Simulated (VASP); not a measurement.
KNi: single point with PBE

Crystal: KNi.

```
K Ni
1.0
     1.70136   -2.52290    0.00000
     1.70136    2.52290    0.00000
     0.00000    0.00000    4.85907
K Ni
1 1
Direct
  0.50000 0.50000 0.50000
  0.00000 0.00000 0.00000
```

* Program: VASP 6.6.1
* Task: single point
* Functional: PBE
* Potentials or basis: VASP PAW PBE potentials, release 64 (K_sv, Ni)
* Cutoff: 520 eV
* k mesh: 9 × 9 × 6
* Occupations: fermi-dirac, width 0.05 eV
* Spin: collinear spin, ferromagnetic start
* Starting moments: [0.0, 1.0] μB

* Pressure: 1.9 GPa
* Net moment: 0.00 μB per cell
* Valence electrons inside the program's atomic spheres: K 7.65; Ni 8.98

Stress tensor (GPa, compression positive):
```
 2.19  0.00  0.00
 0.00 -1.78  0.00
 0.00  0.00  5.19
```

Levels at points of the mesh, in eV from the Fermi level:
Spin up:
```tsv
k point	band 8	band 9	band 10	band 11	band 12	band 13
(0.00, 0.00, 0.00)	-0.45	-0.43	-0.24	2.59	2.80	5.11
(0.00, 0.00, 0.50)	-0.71	-0.40	-0.33	-0.25	4.33	5.06
```
Spin down:
```tsv
k point	band 7	band 8	band 9	band 10	band 11	band 12	band 13	band 14
(0.00, 0.00, 0.00)	-0.95	-0.45	-0.43	-0.24	2.59	2.80	5.11	7.66
(0.00, 0.00, 0.50)	-0.93	-0.71	-0.41	-0.33	-0.25	4.33	5.06	7.56
```

Wall time 110 s on 1 thread of Intel(R) Xeon(R) 6975P-C (Granite Rapids), with other jobs on the host, peak memory 0.26 GiB.

Caveat: the stress differs along the axes, from -2 to 5 GPa; the moments typed at the start vanished in this run.
